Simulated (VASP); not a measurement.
Set up this calculation in VASP 6.6.1, as the native input.

* Task: single point
* Functional: r2SCAN
* Potentials or basis: VASP PAW PBE potentials, release 64 (Ga_d, Sb)
* Cutoff: 520 eV
* k mesh: 10 × 10 × 10
* Occupations: gaussian, width 0.02 eV
* Spin: no spin polarisation
* Dipole correction: no
* Further INCAR settings: ALGO = Normal; EDIFF = 1e-06; NBANDS = 16

GaSb:

```xyz
2
Lattice="0.0000 3.0661 3.0661 3.0661 0.0000 3.0661 3.0661 3.0661 0.0000" Properties=species:S:1:pos:R:3 pbc="T T T"
Ga    0.0000    0.0000    0.0000
Sb    1.5331    1.5331    1.5331
```

These files were run (other wordings do the same):

POSCAR

```
GaSb
1.0
    0.0000000000      3.0661485033      3.0661485033
    3.0661485033      0.0000000000      3.0661485033
    3.0661485033      3.0661485033      0.0000000000
Ga Sb
1 1
Direct
    0.0000000000      0.0000000000      0.0000000000
    0.2500000000      0.2500000000      0.2500000000
```

INCAR.step1

```
PREC = Accurate ; ENCUT = 520
ISMEAR = 0 ; SIGMA = 0.02
LREAL = False ; LASPH = True
NELM = 100 ; NBANDS = 16
GGA = PE ; ALGO = Normal
EDIFF = 1E-4 ; LWAVE = True
LCHARG = False
```

INCAR.step2

```
PREC = Accurate ; ENCUT = 520
EDIFF = 1E-6 ; ISMEAR = 0
SIGMA = 0.02 ; LREAL = False
LASPH = True ; NELM = 100
ALGO = Normal ; ISIF = 2
LWAVE = False ; LCHARG = True
METAGGA = R2SCAN ; LMIXTAU = True
LELF = True ; LVHAR = True
NBANDS = 16 ; ISTART = 1
```

KPOINTS

```
Automatic mesh
0
Gamma
  10 10 10
```

Potentials or basis: VASP PAW PBE potentials, release 64 (Ga_d, Sb).

Launch:

```console
$ cat potpaw_PBE.64/Ga_d/POTCAR potpaw_PBE.64/Sb/POTCAR > POTCAR
$ cp INCAR.step1 INCAR
$ mpirun -np 1 vasp_std > vasp.out
$ cp INCAR.step2 INCAR
$ mpirun -np 1 vasp_std > vasp.out
```

Results of the run:

| Item | Value |
| --- | --- |
| Pressure | 0.1 GPa |
| Band gap on the k mesh | 0.40 eV |

Caveat: semilocal functionals underestimate gaps, and a narrow one can read as zero; the PAW data sets were made with another functional, which shifts forces and pressure a little; spin-orbit coupling is left out, which moves the levels of the heavy elements.

It took 78 s on 1 thread of AMD EPYC 9R45 96-Core Processor (Zen 5), on a shared host, peak memory 0.18 GiB.
